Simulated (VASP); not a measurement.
Wanted: the native input for a VASP 6.6.1 run.

| Quantity | Value |
| --- | --- |
| Task | relaxation of cell and atoms |
| Functional | PBEsol |
| Potentials or basis | VASP PAW PBE potentials, release 64 (Na_pv, Te, H) |
| Cutoff | 600 eV |
| k mesh | 6 × 6 × 6 |
| Occupations | gaussian, width 0.02 eV |
| Spin | no spin polarisation |
| Dipole correction | no |
| Further INCAR settings | ALGO = Normal; EDIFF = 1e-06; IBRION = 2; EDIFFG = -0.005; NSW = 70; ISIF = 3 |

The structure of Na3TeH lies in POSCAR:

```
Na3TeH
1.0
    4.7607848940      0.0000000000      0.0000000000
    0.0000000000      4.7607848940      0.0000000000
    0.0000000000      0.0000000000      4.7607848940
Na Te H
3 1 1
Direct
    0.5000000000      0.0000000000      0.5000000000
    0.0000000000      0.5000000000      0.5000000000
    0.5000000000      0.5000000000      0.0000000000
    0.0000000000      0.0000000000      0.0000000000
    0.5000000000      0.5000000000      0.5000000000
```

The input as run:

INCAR

```
SYSTEM = Na3TeH
PREC = Accurate
ENCUT = 600
EDIFF = 1E-6
ISMEAR = 0
SIGMA = 0.02
LREAL = .False.
LASPH = .True.
NELM = 80
ALGO = Normal
ISIF = 3
LWAVE = .False.
LCHARG = .False.
GGA = PS
IBRION = 2
NSW = 70
EDIFFG = -0.005
```

KPOINTS

```
regular mesh
0
Gamma
  6 6 6
  0 0 0
```

Potentials or basis: VASP PAW PBE potentials, release 64 (Na_pv, Te, H).

Launch:

```console
$ cat potpaw_PBE.64/Na_pv/POTCAR potpaw_PBE.64/Te/POTCAR potpaw_PBE.64/H/POTCAR > POTCAR
$ mpirun -np 1 vasp_std > vasp.out
```

Results of the run:

```json
{"Relaxed volume": "20.85 Å³/atom", "Relaxed cell": "a = 4.706 Å, b = 4.706 Å, c = 4.706 Å, α = 90.00°, β = 90.00°, γ = 90.00°", "Space group after relaxing (to 0.1 Å)": "Pm-3m (No. 221)", "Energy gained by relaxing": "2.0 meV/atom", "Ionic steps": "4", "Pressure after relaxing": "0.0 GPa", "Band gap on the k mesh": "2.65 eV (least direct gap 2.84 eV)"}
```

Caveat: the PAW data sets were made with another functional, which shifts forces and pressure a little; spin-orbit coupling is left out, which moves the levels of the heavy elements.

Run time: 68 s on 1 thread of Intel(R) Xeon(R) Platinum 8488C (Sapphire Rapids), on a shared host, peak memory 0.27 GiB.
